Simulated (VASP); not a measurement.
# Ta3H in VASP: notebook

Runs on Ta3H. Level: PBE. Tasks: single point.

Program: VASP 6.6.1. These are calculated values, not measurements. Logs are shortened: lines on timing, memory, paths and dates and some standing lists are left out, and cuts for length are marked.

## (1) The cell of the first run

The cell holds a slab with vacuum, 4 atoms: a = 2.874 Å, b = 2.874 Å, c = 21.527 Å, α = 90.00°, β = 90.00°, γ = 109.47°.

## (2) Single point, PBE, collinear spin, ferromagnetic start

File INCAR:

```
SYSTEM = Ta3H
ALGO     = Normal         ! electronic algorithm
DIPOL    = 0.5 0.5 0.338
EDIFF    = 1E-6           ! SCF threshold, eV
ENCUT    = 520            ! plane-wave cutoff, eV
GGA      = PE             ! functional
IDIPOL   = 3            
ISIF     = 2              ! what is computed and relaxed
ISMEAR   = 0              ! smearing method
ISPIN    = 2              ! spin polarisation
LASPH    = .True.         ! aspherical terms in the spheres
LCHARG   = .True.         ! write CHGCAR
LDIPOL   = .True.       
LELF     = .True.         ! ELF
LMAXMIX  = 4              ! l up to which the mixer works
LORBIT   = 11             ! projections on sites
LREAL    = .False.        ! projectors in reciprocal space
LVACPOTAV= .True.       
LVHAR    = .True.       
LWAVE    = .False.        ! write WAVECAR
MAGMOM   = 0 0 0 1        ! initial moments
NBANDS   = 29             ! bands
NELM     = 150            ! most SCF steps
PREC     = Accurate       ! precision mode
SIGMA    = 0.1            ! smearing width, eV
```

File KPOINTS:

```
k-points
0
Gamma
  10 10 1
  0 0 0
```

File POSCAR:

```
Ta3H
1.0
    2.8743098520      0.0000000000      0.0000000000
   -0.9581032840      2.7099253168      0.0000000000
    0.0000000000      0.0000000000     21.5266897253
Ta H
3 1
Direct
    0.5000000000      0.5000000000      0.1858158431
    0.0000000000      0.0000000000      0.2909732295
    0.5000000000      0.5000000000      0.3960985100
    1.0000000000      1.0000000000      0.4797156394
```

Potentials or basis: VASP PAW PBE potentials, release 64 (Ta_pv, H).

Started as:

```console
> cat potpaw_PBE.64/Ta_pv/POTCAR potpaw_PBE.64/H/POTCAR > POTCAR
> mpirun -np 1 vasp_std > vasp.out
```

OUTCAR:

```text
SYSTEM = Ta3H
   EDIFF = 1E-6
   ENCUT = 520
   GGA = PE
   ISIF = 2
   ISMEAR = 0
   ISPIN = 2
   LASPH = .True.
   LORBIT = 11
   LREAL = .False.
   NELM = 150
   PREC = Accurate

 ion  position               nearest neighbor table
   1  0.500  0.500  0.186-   2 2.81   2 2.81   2 3.26   2 3.26
   2  0.000  0.000  0.291-   3 2.81   3 2.81   1 2.81   1 2.81   3 3.26   3 3.26   1 3.26   1 3.26

   3  0.500  0.500  0.396-   2 2.81   2 2.81   2 3.26   2 3.26
   4  0.000  0.000  0.480-

  LATTYP: Found a base centered orthorhombic cell.
 ALAT       =     3.3189671336
 B/A-ratio  =     1.4142135624
 C/A-ratio  =     6.4859604988

  Lattice vectors:

 A1 = (   2.8743098520,   0.0000000000,   0.0000000000)
 A2 = (  -0.9581032840,   2.7099253168,   0.0000000000)
 A3 = (   0.0000000000,   0.0000000000,  21.5266897253)

Analysis of symmetry for initial positions (statically):
=====================================================================
 Subroutine PRICEL returns:
 Original cell was already a primitive cell.

 Routine SETGRP: Setting up the symmetry group for a
 base centered orthorhombic supercell.

 Subroutine GETGRP returns: Found  4 space group operations
 (whereof  4 operations were pure point group operations)
 out of a pool of  8 trial point group operations.

The static configuration has the point symmetry C_2v.

Analysis of symmetry for dynamics (positions and initial velocities):
=====================================================================
 Subroutine PRICEL returns:
 Original cell was already a primitive cell.

 Routine SETGRP: Setting up the symmetry group for a
 base centered orthorhombic supercell.

 Subroutine GETGRP returns: Found  4 space group operations
 (whereof  4 operations were pure point group operations)
 out of a pool of  8 trial point group operations.

The dynamic configuration has the point symmetry C_2v.

Analysis of structural, dynamic, and magnetic symmetry:
=====================================================================
 Subroutine PRICEL returns:
 Original cell was already a primitive cell.

 Routine SETGRP: Setting up the symmetry group for a
 base centered orthorhombic supercell.

 Subroutine GETGRP returns: Found  4 space group operations
 (whereof  4 operations were pure point group operations)
 out of a pool of  8 trial point group operations.

The overall configuration has the point symmetry C_2v.

 Subroutine INISYM returns: Found  4 space group operations
 (whereof  4 operations are pure point group operations),
 and found     1 'primitive' translations

----------------------------------------------------------------------------------------

                                     Primitive cell

  volume of cell :     167.6749

  direct lattice vectors                    reciprocal lattice vectors
     2.874309852  0.000000000  0.000000000     0.347909603  0.123004620  0.000000000
    -0.958103284  2.709925317  0.000000000     0.000000000  0.369013859  0.000000000
     0.000000000  0.000000000 21.526689725     0.000000000  0.000000000  0.046453961

  length of vectors
     2.874309852  2.874309852 21.526689725     0.369013859  0.369013859  0.046453961

  position of ions in fractional coordinates (direct lattice)
     0.500000000  0.500000000  0.185815843
     0.000000000  0.000000000  0.290973229
     0.500000000  0.500000000  0.396098510
     0.000000000  0.000000000  0.479715639

  ion indices of the primitive-cell ions
   primitive index   ion index
                 1           1
                 2           2
                 3           3
                 4           4

----------------------------------------------------------------------------------------

 KPOINTS: k-points

Automatic generation of k-mesh.
 Grid dimensions read from file:
 generate k-points for:   10   10    1

 Generating k-lattice:

  Cartesian coordinates                     Fractional coordinates (reciprocal lattice)
     0.034790960  0.012300462  0.000000000     0.100000000  0.000000000  0.000000000
     0.000000000  0.036901386  0.000000000     0.000000000  0.100000000  0.000000000
     0.000000000  0.000000000  0.046453961     0.000000000  0.000000000  1.000000000

  Length of vectors
     0.036901386  0.036901386  0.046453961

  Shift w.r.t. Gamma in fractional coordinates (k-lattice)
     0.000000000  0.000000000  0.000000000

 Subroutine IBZKPT returns following result:
 ===========================================

 Found     31 irreducible k-points:

 Following reciprocal coordinates:
            Coordinates               Weight
  0.000000  0.000000  0.000000      1.000000
  0.100000  0.000000  0.000000      4.000000
  0.200000  0.000000  0.000000      4.000000
  0.300000  0.000000  0.000000      4.000000
  0.400000  0.000000  0.000000      4.000000
  0.500000  0.000000  0.000000      2.000000
[... 16 lines left out ...]
  0.300000  0.300000  0.000000      2.000000
  0.400000  0.300000  0.000000      4.000000
 [... further k-points ...]
   k-points           NKPTS =     31   k-points in BZ     NKDIM =     31   number of bands    NBANDS=     29
   number of dos      NEDOS =    301   number of ions     NIONS =      4
   total plane-waves  NPLWV =  92160
   dimension x,y,z NGX =    24 NGY =   24 NGZ =  160
   dimension x,y,z NGXF=    48 NGYF=   48 NGZF=  320
   ions per type =               3   1
   NGX,Y,Z   is equivalent  to a cutoff of  13.88, 13.88, 12.36 a.u.
   NGXF,Y,Z  is equivalent  to a cutoff of  27.76, 27.76, 24.71 a.u.
 SYSTEM =  Ta3H
   PREC   = accura    normal or accurate (medium, high low for compatibility)
   ISTART =      0    job   : 0-new  1-cont  2-samecut
   ICHARG =      2    charge: 1-file 2-atom 10-const
   ISPIN  =      2    spin polarized calculation?
   LNONCOLLINEAR =      F non collinear calculations
   LSORBIT =      F    spin-orbit coupling
   LASPH  =      T    aspherical Exc in radial PAW
   ENCUT  =  520.0 eV  38.22 Ry    6.18 a.u.   5.34  5.34 40.03*2*pi/ulx,y,z
   NELM   =    150;   NELMIN=  2; NELMDL= -5     # of ELM steps
   EDIFF  = 0.1E-05   stopping-criterion for ELM
   LREAL  =      F    real-space projection
   EDIFFG = 0.1E-04   stopping-criterion for IOM
   NSW    =      0    number of steps for IOM
   IBRION =     -1    ionic relax: 0-MD 1-quasi-New 2-CG
   NFREE  =      0    steps in history (QN), initial steepest desc. (CG)
   ISIF   =      2    stress and relaxation
   ISYM   =      2    0-nonsym 1-usesym 2-fastsym
   POTIM  = 0.5000    time-step for ionic-motion
   TEBEG  =    0.0;   TEEND  =   0.0 temperature during run
   PSTRESS=    0.0 pullay stress
   NELECT =      34.0000    total number of electrons
   NUPDOWN=      -1.0000    fix difference up-down
   EMIN   =  10.00;   EMAX   =-10.00  energy-range for DOS
   EFERMI =   0.00;   METHOD = LEGACY
   ISMEAR =     0;   SIGMA  =   0.10  broadening in eV -4-tet -1-fermi 0-gaus
   EFERMI_NEDOS =   21; number of points for ismear=-14 and -15
   IALGO  =     38    algorithm
   IMIX   =      4    mixing-type and parameters
     AMIX     =   0.40;   BMIX     =  1.00
     AMIX_MAG =   1.60;   BMIX_MAG =  1.00
  volume/ion in A,a.u.               =      41.92       282.88
  Fermi-wavevector in a.u.,A,eV,Ry     =   0.961786  1.817512 12.585827  0.925032
  Thomas-Fermi vector in A             =   2.091188
   LORBIT       =     11    0 simple, 1 ext, 2 COOP (PROOUT), +10 PAW based schemes
   GGA     = PE    functional components
   LHFCALC =     F    Hartree Fock is set to
   AEXX    =    0.0000 exact exchange contribution
   IVDW    =     0    specifies the selected vdW correction
   LEPSILON=     F    determine dielectric tensor
   LRPA    =     F    only Hartree local field effects (RPA)
 spin polarized calculation
 Gauss-broadening in eV      SIGMA  =   0.10
  energy-cutoff  :      520.00
  volume of cell :      167.67
 maximum number of plane-waves:      4567
 NGX is ok and might be reduce to    24

 dipolmoment           0.000000      0.000000     -0.006812 electrons x Angstroem

 number of electron      33.9999998 magnetization       0.0049888

 number of electron      33.9999998 magnetization      -0.0000390

 dipolmoment           0.000000      0.000000      0.017562 electrons x Angstroem

 Free energy of the ion-electron system (eV)
  ---------------------------------------------------
  ext. energy  EPLUGINS =         0.00000000
  ---------------------------------------------------
  free energy    TOTEN  =       -36.50589495 eV

  energy without entropy =      -36.49479456  energy(sigma->0) =      -36.50034475

 E-fermi :  -1.3060     XC(G=0):  -5.2442

 val. band max:       -1.3340108831   @ k =   0.3000   0.3000   0.0000
 cond. band min:      -1.2869978328   @ k =   0.3000   0.2000   0.0000
 fundamental gap:      0.0470130504
 Fermi energy:        -1.3059766102

 spin component 1

 k-point     1 :       0.0000    0.0000    0.0000
  band No.  band energies     occupation
      1     -35.9475      1.00000
      2     -35.5357      1.00000
      3     -35.3094      1.00000
      4     -35.0939      1.00000
      5     -34.9585      1.00000
      6     -34.7554      1.00000
[... 757 lines left out ...]
     28       7.2118      0.00000
     29       7.5359      0.00000

 [... further k-points ...]

 spin component 2

 k-point     1 :       0.0000    0.0000    0.0000
  band No.  band energies     occupation
      1     -35.9475      1.00000
      2     -35.5358      1.00000
      3     -35.3094      1.00000
      4     -35.0939      1.00000
      5     -34.9585      1.00000
      6     -34.7554      1.00000
[... 757 lines left out ...]
     28       7.2118      0.00000
     29       7.5361      0.00000

 [... further k-points ...]
[... 5 lines left out ...]
  --------------------------------------------------------------------------------------
  -------------------------------------------------------------------------------------
  Total       -3.0728810     -3.4493757     -2.7287287     -0.5324439      0.0000000      0.0000000
  in kB      -29.3621711    -32.9596753    -26.0737067     -5.0876393      0.0000000      0.0000000
  external PRESSURE =     -29.4651844 kB  Pullay stress =       0.0000000 kB

 VOLUME and BASIS-vectors are now :
 -----------------------------------------------------------------------------
  energy-cutoff  :      520.00
  volume of cell :      167.67
      direct lattice vectors                 reciprocal lattice vectors
     2.874309852  0.000000000  0.000000000     0.347909603  0.123004620  0.000000000
    -0.958103284  2.709925317  0.000000000     0.000000000  0.369013859  0.000000000
     0.000000000  0.000000000 21.526689725     0.000000000  0.000000000  0.046453961

 POSITION                                       TOTAL-FORCE (eV/Angst)
 -----------------------------------------------------------------------------------
      0.95810      1.35496      4.00000         0.000000      0.000000      0.088963
      0.00000      0.00000      6.26369        -0.000000      0.000000     -0.395588
      0.95810      1.35496      8.52669         0.000000      0.000000      2.079944
      0.00000      0.00000     10.32669         0.000000      0.000000     -1.773319
 -----------------------------------------------------------------------------------
    total drift:                               -0.000000     -0.000000     -0.000098

  FREE ENERGIE OF THE ION-ELECTRON SYSTEM (eV)
  ---------------------------------------------------
  free  energy   TOTEN  =       -36.5058949510 eV

  energy  without entropy=      -36.4947945560  energy(sigma->0) =      -36.50034475

 vacuum level on the upper side and lower side of the slab         3.895         3.486

 total charge

# of ion       s       p       d       tot
------------------------------------------
    1        0.376   6.092   2.380   8.848
    2        0.372   6.190   2.385   8.947
    3        0.350   6.124   2.322   8.796
    4        0.430   0.003   0.000   0.433
--------------------------------------------------
tot          1.528  18.409   7.087  27.024

 magnetization (x)

# of ion       s       p       d       tot
------------------------------------------
    1       -0.000  -0.000  -0.000  -0.000
    2        0.000  -0.000  -0.000  -0.000
    3        0.000  -0.000  -0.000  -0.000
    4        0.000   0.000   0.000   0.000
--------------------------------------------------
tot          0.000  -0.000  -0.000  -0.000
```

It took 20 min on 1 thread of AMD EPYC 7R13, shared host; peak memory 0.46 GiB.

Results:

| Property | Result |
| --- | --- |
| Free energy | -36.5059 eV |
| Largest force | 2.080 eV/Å |
| Band gap on the k mesh | zero (filled and empty bands overlap) |
| Net moment | 0.00 μB per cell |
| Valence electrons inside the program's atomic spheres | Ta 8.85, 8.95, 8.80; H 0.43 |

Forces in eV/Å, atoms in the order of the input:
```
Ta   0.000  0.000  0.089
Ta   0.000  0.000 -0.396
Ta   0.000  0.000  2.080
H    0.000  0.000 -1.773
```

Caveat: spin-orbit coupling is left out, which moves the levels of the heavy elements.

## (3) Single point, PBE, collinear spin, ferromagnetic start

File INCAR:

```
SYSTEM = Ta3H
PREC = Accurate
ENCUT = 520
EDIFF = 1E-6
ISMEAR = 0
SIGMA = 0.1
LREAL = .FALSE.
LASPH = .TRUE.
NELM = 150
ALGO = Normal
ISIF = 2
LWAVE = .FALSE.
LCHARG = .FALSE.
ISPIN = 2
MAGMOM = 0 0 0 1
LORBIT = 11
LMAXMIX = 4
LDIPOL = .TRUE.
IDIPOL = 3
DIPOL = 0.5 0.5 0.353
GGA = PE
NBANDS = 29
```

File KPOINTS:

```
Automatic mesh
0
G
  10 10 1
  0 0 0
```

POSCAR: that of step 2 with these lines changed.

```diff
@@ -11,2 +11,2 @@
     0.5000000000      0.5000000000      0.3960985100
-    1.0000000000      1.0000000000      0.4797156394
+    1.0000000000      1.0000000000      0.5387121696
```

Potentials or basis: VASP PAW PBE potentials, release 64 (Ta_pv, H).

Started as:

```console
> cat potpaw_PBE.64/Ta_pv/POTCAR potpaw_PBE.64/H/POTCAR > POTCAR
> mpirun -np 1 vasp_std > vasp.out
```

It took 4.3 min on 1 thread of Intel Xeon 6975P-C (Granite Rapids), shared host; peak memory 0.5 GiB.

The run converged. Its results:

- Free energy: -34.4666 eV
- Largest force: 0.768 eV/Å
- Net moment: 0.43 μB per cell
- Site moments: Ta -0.04, +0.00, -0.11; H +0.31 μB
- Valence electrons inside the program's atomic spheres: Ta 8.84, 8.95, 8.83; H 0.38

Forces on the atoms (eV/Å):
```
Ta   0.000  0.000  0.004
Ta   0.000  0.000 -0.144
Ta   0.000  0.000  0.768
H    0.000  0.000 -0.628
```

Levels at points of the mesh, in eV from the Fermi level:
Spin up:
| k point | band 13 | band 14 | band 15 | band 16 | band 17 | band 18 | band 19 | band 20 | band 21 | band 22 |
| --- | --- | --- | --- | --- | --- | --- | --- | --- | --- | --- |
| (0.00, 0.00, 0.00) | -3.55 | -1.58 | -0.78 | -0.37 | 0.27 | 0.40 | 0.57 | 0.97 | 1.70 | 3.13 |
| (0.50, 0.00, 0.00) | -1.86 | -1.49 | -1.49 | -1.14 | -0.30 | 0.71 | 1.73 | 2.59 | 3.36 | 3.53 |
| (0.50, 0.50, 0.00) | -2.98 | -1.69 | -1.18 | -0.75 | 1.16 | 1.25 | 1.85 | 2.55 | 2.92 | 4.17 |
Spin down:
| k point | band 13 | band 14 | band 15 | band 16 | band 17 | band 18 | band 19 | band 20 |
| --- | --- | --- | --- | --- | --- | --- | --- | --- |
| (0.00, 0.00, 0.00) | -1.66 | -1.62 | -0.86 | -0.40 | 0.23 | 0.52 | 0.70 | 0.95 |
| (0.50, 0.00, 0.00) | -1.61 | -1.53 | -1.49 | -0.34 | 0.22 | 1.31 | 2.46 | 2.53 |
| (0.50, 0.50, 0.00) | -3.06 | -1.77 | -1.21 | 1.07 | 1.07 | 1.61 | 2.40 | 2.76 |

Caveat: spin-orbit coupling is left out, which moves the levels of the heavy elements.

## (4) Single point, PBE, collinear spin, ferromagnetic start

File INCAR:

```
  PREC = Accurate
  ENCUT = 520
  EDIFF = 1E-7
  ISMEAR = 0
  SIGMA = 0.1
  LREAL = False
  LASPH = True
  NELM = 150
  ALGO = Normal
  ISIF = 2
  LWAVE = False
  LCHARG = False
  ISPIN = 2
  MAGMOM = 0 0 0 1
  LORBIT = 11
  LMAXMIX = 4
  LDIPOL = True
  IDIPOL = 3
  DIPOL = 0.5 0.5 0.338
  GGA = PE
  NBANDS = 29
```

File KPOINTS:

```
regular mesh
0
Gamma
  10 10 1
```

POSCAR: that of step 3 with these lines changed.

```diff
@@ -11,2 +11,2 @@
     0.5000000000      0.5000000000      0.3960985100
-    1.0000000000      1.0000000000      0.5387121696
+    0.5000000000      0.5000000000      0.4797156394
```

Started as:

```console
> cat potpaw_PBE.64/Ta_pv/POTCAR potpaw_PBE.64/H/POTCAR > POTCAR
> mpirun -np 1 vasp_std > vasp.out
```

Run time: 20 min. Hardware: 1 thread of AMD EPYC 7R43 (Zen 3), shared host; peak memory 0.48 GiB.

It converged, with:

- Free energy: -36.0947 eV
- Largest force: 0.845 eV/Å
- Band gap on the k mesh: zero (filled and empty bands overlap)
- Net moment: 0.00 μB per cell
- Valence electrons inside the program's atomic spheres: Ta 8.85, 8.96, 8.90; H 0.52

Forces on the atoms (eV/Å):
```
Ta   0.000  0.000  0.120
Ta   0.000  0.000 -0.845
Ta   0.000  0.000  0.599
H    0.000  0.000  0.125
```

Levels at points of the mesh, in eV from the Fermi level:
Spin up:
| k point | band 14 | band 15 | band 16 | band 17 | band 18 | band 19 | band 20 | band 21 |
| --- | --- | --- | --- | --- | --- | --- | --- | --- |
| (0.50, 0.00, 0.00) | -1.54 | -1.39 | -1.20 | 0.38 | 0.55 | 1.57 | 3.02 | 3.40 |
| (0.50, 0.50, 0.00) | -1.70 | -1.20 | -1.18 | 1.18 | 1.24 | 2.45 | 2.51 | 3.30 |
Spin down:
```csv
k point,band 13,band 14,band 15,band 16,band 17,band 18,band 19,band 20,band 21,band 22
"(0.00, 0.00, 0.00)",-3.28,-1.63,-0.82,-0.38,0.23,0.54,0.96,1.06,3.09,3.22
"(0.50, 0.00, 0.00)",-2.12,-1.54,-1.39,-1.20,0.38,0.55,1.57,3.02,3.40,3.53
"(0.50, 0.50, 0.00)",-3.03,-1.70,-1.20,-1.18,1.18,1.24,2.45,2.51,3.30,4.66
```

Caveat: spin-orbit coupling is left out, which moves the levels of the heavy elements.

(Continued in part 2 of 2.)
